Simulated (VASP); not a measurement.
The system is MnO.

```
Mn O
1.0
     0.00000    2.22300    2.22300
     2.22300    0.00000    2.22300
     2.22300    2.22300    0.00000
Mn O
1 1
Cartesian
  0.0000 0.0000 0.0000
  2.2230 2.2230 2.2230
```

Base run:

```yaml
Program: VASP 6.6.1
Functional: LDA
Potentials_or_basis: VASP PAW LDA potentials, release 64 (Mn_pv, O)
Cutoff: 520 eV
k_mesh: 9 × 9 × 9
Occupations: fermi-dirac, width 0.05 eV
Spin: collinear spin, ferromagnetic start
Starting_moments: "[4.5, 0.0] μB"
Hubbard_terms: Mn d U = 6.2 eV
```

Its results: band gap on the k mesh 0.71 eV, indirect (least direct gap 2.72 eV); pressure -3.9 GPa; net moment 5.00 μB per cell; site moments Mn +4.65; O +0.13 μB.

Q: The run is repeated on the same cell with these changes: potentials or basis from VASP PAW LDA potentials, release 64 (Mn_pv, O) to VASP PAW LDA potentials, release 64 (Mn_sv, O); cutoff from 520 eV to 600 eV; further incar settings from ALGO = Normal; EDIFF = 1e-06; NBANDS = 20 to ALGO = Normal; EDIFF = 1e-06; NBANDS = 22; valence electrons from 19 to 21. What comes out?

A: Band gap on the k mesh 0.68 eV, indirect (least direct gap 2.76 eV); pressure -7.2 GPa; net moment 5.00 μB per cell; site moments Mn +4.57; O +0.15 μB.

Caveats: a cell with one magnetic atom can't hold antiferromagnetic order, which such compounds often take.

A k mesh can miss the band edges.
